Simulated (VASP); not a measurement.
Here is a VASP 6.6.1 calculation.

File INCAR:

```
SYSTEM = SnO
PREC = Accurate ; ENCUT = 600
EDIFF = 1E-6 ; ISMEAR = -1
SIGMA = 0.02 ; LREAL = .FALSE.
LASPH = .TRUE. ; NELM = 60
ALGO = Normal ; ISIF = 3
LWAVE = .FALSE. ; LCHARG = .FALSE.
GGA = CA ; IBRION = 2
NSW = 80 ; EDIFFG = -0.005
```

File KPOINTS:

```
Automatic mesh
0
G
  8 8 8
  0 0 0
```

The input POSCAR:

```
SnO
1.0
    0.0000000000      2.5587916806      2.5587916806
    2.5587916806      0.0000000000      2.5587916806
    2.5587916806      2.5587916806      0.0000000000
Sn O
1 1
Direct
    0.0000000000      0.0000000000      0.0000000000
    0.5000000000      0.5000000000      0.5000000000
```

Potentials or basis: VASP PAW LDA potentials, release 64 (Sn_d, O).

The run is started by

```console
$ cat potpaw_LDA.64/Sn_d/POTCAR potpaw_LDA.64/O/POTCAR > POTCAR
$ mpirun -np 1 vasp_std > vasp.out
```

Problem. Estimate the relaxed volume.

Solution. 15.55 Å³/atom.

Problem. Estimate the band gap on the k mesh.

Solution. 0.87 eV (least direct gap 1.01 eV).

Problem. Estimate the relaxed cell.

Solution. a = 3.530 Å, b = 3.530 Å, c = 3.530 Å, α = 60.00°, β = 60.00°, γ = 60.00°.

Problem. Predict the space group after relaxing (to 0.1 Å).

Solution. Fm-3m (No. 225).

Final structure:
```xyz
2
Lattice="0.0000 2.4958 2.4958 2.4958 0.0000 2.4958 2.4958 2.4958 0.0000" Properties=species:S:1:pos:R:3 pbc="T T T"
Sn    0.0000    0.0000    0.0000
O     2.4958    2.4958    2.4958
```

Caveat: spin-orbit coupling is left out, which moves the levels of the heavy elements. A k mesh can miss the band edges.
